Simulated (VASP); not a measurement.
# FeSi2 (P4/mmm) in VASP: single point with PBEsol

Aim: the single point of FeSi2 with PBEsol.

Program: VASP 6.6.1. These are calculated values, not measurements. Logs are shortened: lines on timing, memory, paths and dates and some standing lists are left out, and cuts for length are marked.

### 1 The cell of the first run

It takes space group P4/mmm (No. 123, tetragonal). The conventional cell has a = 2.676 Å, b = 2.676 Å, c = 5.106 Å, α = 90.00°, β = 90.00°, γ = 90.00°. Fe (site symmetry 4/mmm) has 8 Si at 2.35 Å and 4 Fe at 2.68 Å within 3.1 Å. Si (site symmetry 4mm) has 6 Si at 2.33 to 2.78 Å and 4 Fe at 2.35 Å within 3.1 Å.

### 2 Single point, PBEsol

The input, POSCAR:

```
FeSi2
1.0
    2.6762815729      0.0000000000      0.0000000000
    0.0000000000      2.6762815729      0.0000000000
    0.0000000000      0.0000000000      5.1063623720
Fe Si
1 2
Direct
    0.0000000000      0.0000000000      0.0000000000
    0.5000000000      0.5000000000      0.2719321965
    0.5000000000      0.5000000000      0.7280678035
```

The input, INCAR.step1:

```
ALGO = Normal
EDIFF = 1E-6
ENCUT = 520
GGA = PS
GGA_COMPAT = F
ISIF = 2
ISMEAR = 0
LASPH = T
LCHARG = T
LMAXMIX = 4
LORBIT = 11
LREAL = F
LWAVE = F
NBANDS = 15
NEDOS = 2001
NELM = 120
PREC = Accurate
SIGMA = 0.1
```

The input, KPOINTS.step1:

```
k-points
0
Gamma
  16 16 8
```

The input, INCAR.step2:

```
ALGO = Normal
EDIFF = 1E-6
ENCUT = 520
GGA = PS
GGA_COMPAT = F
ICHARG = 11
ISIF = 2
ISMEAR = -5
LASPH = T
LCHARG = F
LMAXMIX = 4
LORBIT = 11
LREAL = F
LWAVE = F
NBANDS = 15
NEDOS = 2001
NELM = 120
PREC = Accurate
SIGMA = 0.1
```

The input, KPOINTS.step2:

```
k-points
0
Gamma
  24 24 12
```

Potentials or basis: VASP PAW PBE potentials, release 64 (Fe, Si).

Launch:

```
$ cat potpaw_PBE.64/Fe/POTCAR potpaw_PBE.64/Si/POTCAR > POTCAR
$ cp INCAR.step1 INCAR
$ cp KPOINTS.step1 KPOINTS
$ mpirun -np 1 vasp_std > vasp.out
$ cp INCAR.step2 INCAR
$ cp KPOINTS.step2 KPOINTS
$ mpirun -np 1 vasp_std > vasp.out
```

OUTCAR:

```text
EDIFF = 1E-6
   ENCUT = 520
   GGA = PS
   ICHARG = 11
   ISIF = 2
   ISMEAR = -5
   LASPH = T
   LORBIT = 11
   LREAL = F
   NELM = 120
   PREC = Accurate

 ion  position               nearest neighbor table
   1  0.000  0.000  0.000-   2 2.35   3 2.35   2 2.35   3 2.35   2 2.35   3 2.35   2 2.35   3 2.35

   2  0.500  0.500  0.272-   3 2.33   1 2.35   1 2.35   1 2.35   1 2.35   3 2.78
   3  0.500  0.500  0.728-   2 2.33   1 2.35   1 2.35   1 2.35   1 2.35   2 2.78

  LATTYP: Found a simple tetragonal cell.
 ALAT       =     2.6762815729
 C/A-ratio  =     1.9080064010

  Lattice vectors:

 A1 = (   2.6762815729,   0.0000000000,   0.0000000000)
 A2 = (   0.0000000000,   2.6762815729,   0.0000000000)
 A3 = (   0.0000000000,   0.0000000000,   5.1063623720)

Analysis of symmetry for initial positions (statically):
=====================================================================
 Subroutine PRICEL returns:
 Original cell was already a primitive cell.

 Routine SETGRP: Setting up the symmetry group for a
 simple tetragonal supercell.

 Subroutine GETGRP returns: Found 16 space group operations
 (whereof 16 operations were pure point group operations)
 out of a pool of 16 trial point group operations.

The static configuration has the point symmetry D_4h.

Analysis of symmetry for dynamics (positions and initial velocities):
=====================================================================
 Subroutine PRICEL returns:
 Original cell was already a primitive cell.

 Routine SETGRP: Setting up the symmetry group for a
 simple tetragonal supercell.

 Subroutine GETGRP returns: Found 16 space group operations
 (whereof 16 operations were pure point group operations)
 out of a pool of 16 trial point group operations.

The dynamic configuration has the point symmetry D_4h.

 Subroutine INISYM returns: Found 16 space group operations
 (whereof 16 operations are pure point group operations),
 and found     1 'primitive' translations

----------------------------------------------------------------------------------------

                                     Primitive cell

  volume of cell :      36.5742

  direct lattice vectors                    reciprocal lattice vectors
     2.676281573  0.000000000  0.000000000     0.373652761  0.000000000  0.000000000
     0.000000000  2.676281573  0.000000000     0.000000000  0.373652761  0.000000000
     0.000000000  0.000000000  5.106362372     0.000000000  0.000000000  0.195834124

  length of vectors
     2.676281573  2.676281573  5.106362372     0.373652761  0.373652761  0.195834124

  position of ions in fractional coordinates (direct lattice)
     0.000000000  0.000000000  0.000000000
     0.500000000  0.500000000  0.271932197
     0.500000000  0.500000000  0.728067803

  ion indices of the primitive-cell ions
   primitive index   ion index
                 1           1
                 2           2
                 3           3

----------------------------------------------------------------------------------------

 KPOINTS: k-points

Automatic generation of k-mesh.
 Grid dimensions read from file:
 generate k-points for:   24   24   12

 Generating k-lattice:

  Cartesian coordinates                     Fractional coordinates (reciprocal lattice)
     0.015568865  0.000000000  0.000000000     0.041666667  0.000000000  0.000000000
     0.000000000  0.015568865  0.000000000     0.000000000  0.041666667  0.000000000
     0.000000000  0.000000000  0.016319510     0.000000000  0.000000000  0.083333333

  Length of vectors
     0.015568865  0.015568865  0.016319510

  Shift w.r.t. Gamma in fractional coordinates (k-lattice)
     0.000000000  0.000000000  0.000000000

 TETIRR: Found  10368 inequivalent tetrahedra from    41472

 Subroutine IBZKPT returns following result:
 ===========================================

 Found    637 irreducible k-points:

 Following reciprocal coordinates:
            Coordinates               Weight
  0.000000  0.000000  0.000000      1.000000
  0.041667  0.000000  0.000000      4.000000
  0.083333  0.000000  0.000000      4.000000
  0.125000  0.000000  0.000000      4.000000
  0.166667  0.000000  0.000000      4.000000
  0.208333  0.000000  0.000000      4.000000
[... 16 lines left out ...]
  0.416667  0.041667  0.000000      8.000000
  0.458333  0.041667  0.000000      8.000000
 [... further k-points ...]
   k-points           NKPTS =    637   k-points in BZ     NKDIM =    637   number of bands    NBANDS=     15
   number of dos      NEDOS =   2001   number of ions     NIONS =      3
   total plane-waves  NPLWV =  16000
   dimension x,y,z NGX =    20 NGY =   20 NGZ =   40
   dimension x,y,z NGXF=    40 NGYF=   40 NGZF=   80
   ions per type =               1   2
   NGX,Y,Z   is equivalent  to a cutoff of  12.42, 12.42, 13.02 a.u.
   NGXF,Y,Z  is equivalent  to a cutoff of  24.85, 24.85, 26.05 a.u.
 SYSTEM =  unknown system
   PREC   = accura    normal or accurate (medium, high low for compatibility)
   ISTART =      0    job   : 0-new  1-cont  2-samecut
   ICHARG =     11    charge: 1-file 2-atom 10-const
   ISPIN  =      1    spin polarized calculation?
   LNONCOLLINEAR =      F non collinear calculations
   LSORBIT =      F    spin-orbit coupling
   LASPH  =      T    aspherical Exc in radial PAW
   ENCUT  =  520.0 eV  38.22 Ry    6.18 a.u.   4.98  4.98  9.49*2*pi/ulx,y,z
   NELM   =    120;   NELMIN=  2; NELMDL=  0     # of ELM steps
   EDIFF  = 0.1E-05   stopping-criterion for ELM
   LREAL  =      F    real-space projection
   EDIFFG = 0.1E-04   stopping-criterion for IOM
   NSW    =      0    number of steps for IOM
   IBRION =     -1    ionic relax: 0-MD 1-quasi-New 2-CG
   NFREE  =      0    steps in history (QN), initial steepest desc. (CG)
   ISIF   =      2    stress and relaxation
   ISYM   =      2    0-nonsym 1-usesym 2-fastsym
   POTIM  = 0.5000    time-step for ionic-motion
   TEBEG  =    0.0;   TEEND  =   0.0 temperature during run
   PSTRESS=    0.0 pullay stress
   NELECT =      16.0000    total number of electrons
   NUPDOWN=      -1.0000    fix difference up-down
   EMIN   =  10.00;   EMAX   =-10.00  energy-range for DOS
   EFERMI =   0.00;   METHOD = LEGACY
   ISMEAR =    -5;   SIGMA  =   0.10  broadening in eV -4-tet -1-fermi 0-gaus
   EFERMI_NEDOS =   21; number of points for ismear=-14 and -15
   IALGO  =     38    algorithm
   IMIX   =      4    mixing-type and parameters
     AMIX     =   0.40;   BMIX     =  1.00
     AMIX_MAG =   1.60;   BMIX_MAG =  1.00
  volume/ion in A,a.u.               =      12.19        82.27
  Fermi-wavevector in a.u.,A,eV,Ry     =   1.242767  2.348489 21.013791  1.544470
  Thomas-Fermi vector in A             =   2.377107
   LORBIT       =     11    0 simple, 1 ext, 2 COOP (PROOUT), +10 PAW based schemes
   GGA     = PS    functional components
   LHFCALC =     F    Hartree Fock is set to
   AEXX    =    0.0000 exact exchange contribution
   IVDW    =     0    specifies the selected vdW correction
   LEPSILON=     F    determine dielectric tensor
   LRPA    =     F    only Hartree local field effects (RPA)
 non-spin polarized calculation
 Fermi weights with tetrahedron method with Bloechl corrections
  energy-cutoff  :      520.00
  volume of cell :       36.57
 maximum number of plane-waves:      1008
 NGX is ok and might be reduce to    20

 number of electron      16.0000001 magnetization

 Free energy of the ion-electron system (eV)
  ---------------------------------------------------
  ext. energy  EPLUGINS =         0.00000000
  ---------------------------------------------------
  free energy    TOTEN  =       -21.95154313 eV

  energy without entropy =      -21.95154313  energy(sigma->0) =      -21.95154313

 E-fermi :  10.0800     XC(G=0): -12.1260

 val. band max:       10.0814566917   @ k =   0.4583   0.4167   0.1667
 cond. band min:      10.0030977933   @ k =   0.3750   0.3750   0.2500
 fundamental gap:     -0.0783588984
 Fermi energy:        10.0800079663

 k-point     1 :       0.0000    0.0000    0.0000
  band No.  band energies     occupation
      1      -3.9828      2.00000
      2       0.8390      2.00000
      3       2.0046      2.00000
      4       6.4243      2.00000
      5       8.3678      2.00000
      6       8.5325      2.00000
      7       8.5325      2.00000
      8       9.4201      2.00000
      9      14.6640      0.00000
     10      14.6640      0.00000
     11      16.6206      0.00000
     12      17.1929      0.00000
     13      18.0776      0.00000
     14      18.2471      0.00000
     15      19.7552      0.00000

 k-point     2 :       0.0417    0.0000    0.0000
  band No.  band energies     occupation
      1      -3.9472      2.00000
      2       0.8640      2.00000
      3       2.0389      2.00000
      4       6.4248      2.00000
      5       8.3667      2.00000
      6       8.5005      2.00000
      7       8.5392      2.00000
      8       9.3870      2.00000
      9      14.2051      0.00000
     10      14.7144      0.00000
     11      16.6628      0.00000
     12      17.4661      0.00000
     13      17.8681      0.00000
     14      18.2540      0.00000
     15      19.7661      0.00000
[... 365 lines left out ...]
      3       2.9646      2.00000
      4       4.9798      2.00000
      5       6.4448      2.00000
      6       7.2425      2.00000
      7       8.0443      2.00000
      8       8.9532      2.00000
      9      10.1226      0.00000
     10      11.8291      0.00000
     11      12.7438      0.00000
     12      17.0594      0.00000
     13      18.9949      0.00000
     14      19.7163      0.00000
     15      20.5404      0.00000

 k-point    24 :       0.4583    0.0417    0.0000
  band No.  band energies     occupation
      1      -0.1515      2.00000
      2       2.3331      2.00000
      3       2.9954      2.00000
      4       5.3717      2.00000
      5       6.2670      2.00000
      6       6.9885      2.00000
      7       7.9969      2.00000
      8       8.9777      2.00000
      9      10.1436      0.00000
     10      11.6207      0.00000
     11      12.4531      0.00000
     12      17.2443      0.00000
     13      19.2295      0.00000
     14      19.9396      0.00000
     15      20.8219      0.00000

 [... further k-points ...]

------------------------ aborting loop because EDIFF is reached ----------------------------------------

  FORCE on cell =-STRESS in cart. coord.  units (eV):
  Direction    XX          YY          ZZ          XY          YZ          ZX
  --------------------------------------------------------------------------------------
  -------------------------------------------------------------------------------------
  Total        0.1567973      0.1567973      0.1821487      0.0000000     -0.0000000     -0.0000000
  in kB        6.8686903      6.8686903      7.9792363      0.0000000     -0.0000000     -0.0000000
  external PRESSURE =       7.2388723 kB  Pullay stress =       0.0000000 kB

 VOLUME and BASIS-vectors are now :
 -----------------------------------------------------------------------------
  energy-cutoff  :      520.00
  volume of cell :       36.57
      direct lattice vectors                 reciprocal lattice vectors
     2.676281573  0.000000000  0.000000000     0.373652761  0.000000000  0.000000000
     0.000000000  2.676281573  0.000000000     0.000000000  0.373652761  0.000000000
     0.000000000  0.000000000  5.106362372     0.000000000  0.000000000  0.195834124

 POSITION                                       TOTAL-FORCE (eV/Angst)
 -----------------------------------------------------------------------------------
      0.00000      0.00000      0.00000         0.000000      0.000000      0.000000
      1.33814      1.33814      1.38858        -0.000000      0.000000      0.004684
      1.33814      1.33814      3.71778         0.000000     -0.000000     -0.004684
 -----------------------------------------------------------------------------------
    total drift:                                0.000000      0.000000     -0.000000

  FREE ENERGIE OF THE ION-ELECTRON SYSTEM (eV)
  ---------------------------------------------------
  free  energy   TOTEN  =       -21.9515431261 eV

  energy  without entropy=      -21.9515431261  energy(sigma->0) =      -21.95154313

 total charge

# of ion       s       p       d       tot
------------------------------------------
    1        0.470   0.710   6.714   7.894
    2        0.733   0.900   0.000   1.634
    3        0.733   0.900   0.000   1.634
--------------------------------------------------
tot          1.937   2.510   6.714  11.161
```

It took 2.1 min on 1 thread of Intel Xeon 6975P-C (Granite Rapids), shared host; peak memory 0.45 GiB.

Results:

```yaml
Valence_electrons_inside_the_program's_atomic_spheres: Fe 7.89; Si 1.63
```

Levels at points of the mesh, in eV from the Fermi level:
```tsv
k point	band 5	band 6	band 7	band 8	band 9	band 10	band 11	band 12
(0.00, 0.00, 0.00)	-1.71	-1.55	-1.55	-0.66	4.58	4.58	6.54	7.11
(0.50, 0.00, 0.00)	-3.86	-3.25	-2.12	-1.13	0.07	1.47	2.27	7.93
(0.50, 0.50, 0.00)	-4.50	-3.30	-2.32	0.15	0.52	2.57	2.93	2.93
(0.00, 0.00, 0.50)	-2.42	-1.59	-1.59	-0.66	2.51	5.76	5.76	6.33
(0.50, 0.00, 0.50)	-3.24	-2.50	-2.11	-1.14	0.58	2.38	4.87	4.88
(0.50, 0.50, 0.50)	-3.32	-3.32	-1.85	0.15	0.33	0.33	1.08	2.89
```

Caveat: the PAW data sets were made with another functional, which shifts forces and pressure a little; the run has no spin polarisation, though such a crystal can be magnetic; tetrahedron occupations give inexact forces and stress in metals. Spin polarisation is off, so any magnetic state and its effect on volume and gap are missing.
